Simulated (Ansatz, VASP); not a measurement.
# One calculation of Rh, two programs

The input INCAR:

```
SYSTEM = Rh
PREC     = Accurate       ! precision mode
ENCUT    = 520            ! plane-wave cutoff, eV
EDIFF    = 1E-6           ! SCF threshold, eV
ISMEAR   = 1              ! smearing method
SIGMA    = 0.1            ! smearing width, eV
LREAL    = .False.        ! projectors in reciprocal space
LASPH    = .True.         ! aspherical terms in the spheres
NELM     = 100            ! most SCF steps
ALGO     = Normal         ! electronic algorithm
ISIF     = 2              ! what is computed and relaxed
LWAVE    = .False.        ! write WAVECAR
LCHARG   = .False.        ! write CHGCAR
GGA      = PS             ! functional
NBANDS   = 22             ! bands
```

KPOINTS

```
Automatic mesh
0
Gamma
  11 11 6
  0 0 0
```

POSCAR

```
Rh
1.0
    2.7309790000      0.0000000000      0.0000000000
   -1.3654900000      2.3650970000      0.0000000000
    0.0000000000      0.0000000000      4.4284890000
Rh
2
Direct
    0.6666666667      0.3333333333      0.7500000000
    0.3333333333      0.6666666667      0.2500000000
```

Input for Ansatz:

```yaml
crystal:
  lattice:
    - [2.730979, 0.0, 0.0]
    - [-1.36549, 2.365097, 0.0]
    - [0.0, 0.0, 4.428489]
  atoms:
    - { symbol: Rh, position: [0.6666666666666666, 0.3333333333333333, 0.75] }
    - { symbol: Rh, position: [0.3333333333333333, 0.6666666666666666, 0.25] }
kpoints:
  mp_grid:
    grid: [11, 11, 6]
hamiltonian:
  xc: pbesol
  pseudopotentials:
    kind: paw
scf:
  occupations:
    method: cold
    width: 0.1
output:
  forces: true
  stress: true
  eigenvalues: true
```

Alike in both runs: task single point; functional PBEsol; k mesh 11 × 11 × 6; no spin polarisation.

|  | VASP | Ansatz |
| --- | --- | --- |
| version | VASP 6.6.1 | Ansatz 0.2.0 |
| potentials or method | VASP PAW PBE potentials, release 64 (Rh_pv) | plane waves, PAW |
| plane-wave cutoff (eV) | 520 | 420 |
| occupations | methfessel-paxton of order 1, width 0.1 eV | cold, width 0.1 eV |
| valence electrons in the cell | 30 | 34 |

```tsv
	VASP	Ansatz	Ansatz less VASP
gap on the k mesh at the Fermi level (eV)	none	none	-
pressure (GPa)	-13.9	-13.8	+0.06
traceless stress, the component that is largest in VASP (GPa)	-0.67	-0.81	-0.141
```

VASP's potentials were made for PBE, not for PBEsol. A gap of «none» marks a metal or a gap that the smearing closes. VASP's potentials hold 30 valence electrons a cell and Ansatz's 34, so a difference there can come from the potentials and not from the codes.
